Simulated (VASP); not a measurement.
A run of VASP 6.6.1:

The input POSCAR:

```
AlP
1.0
    0.0000000000      2.7391326700      2.7391326700
    2.7391326700      0.0000000000      2.7391326700
    2.7391326700      2.7391326700      0.0000000000
Al P
1 1
Direct
    0.0000000000      0.0000000000      0.0000000000
    0.2500000000      0.2500000000      0.2500000000
```

Contents of INCAR.step1:

```
  ALGO = Normal
  EDIFF = 1E-5
  ENCUT = 400
  GGA = PE
  GGA_COMPAT = F
  ISIF = 2
  ISMEAR = -1
  LASPH = T
  LREAL = F
  LWAVE = T
  NBANDS = 11
  NELM = 120
  PREC = Accurate
  SIGMA = 0.02
```

File INCAR.step2:

```
  ALGO = Normal
  EDIFF = 1E-6
  ENCUT = 400
  GGA = PE
  GGA_COMPAT = F
  HFSCREEN = 0.2079
  ISIF = 2
  ISMEAR = -1
  ISTART = 1
  LASPH = T
  LCHARG = T
  LELF = T
  LHFCALC = T
  LREAL = F
  LVHAR = T
  LWAVE = F
  NBANDS = 11
  NELM = 120
  PREC = Accurate
  PRECFOCK = Normal
  SIGMA = 0.02
```

File KPOINTS:

```
k-points
0
Gamma
  8 8 8
```

Potentials or basis: VASP PAW PBE potentials, release 64 (Al, P).

Run with:

```sh
$ cat potpaw_PBE.64/Al/POTCAR potpaw_PBE.64/P/POTCAR > POTCAR
$ cp INCAR.step1 INCAR
$ mpirun -np 1 vasp_std > vasp.out
$ cp INCAR.step2 INCAR
$ mpirun -np 1 vasp_std > vasp.out
```

Hardware: 1 thread of AMD EPYC 7R13 Processor (Zen 3), with other jobs on the host.

Q: Estimate the wall time of this run.

A: It took 23 min on 1 thread of AMD EPYC 7R13 Processor (Zen 3), with other jobs on the host, peak memory 0.25 GiB. Counts: k points 29.
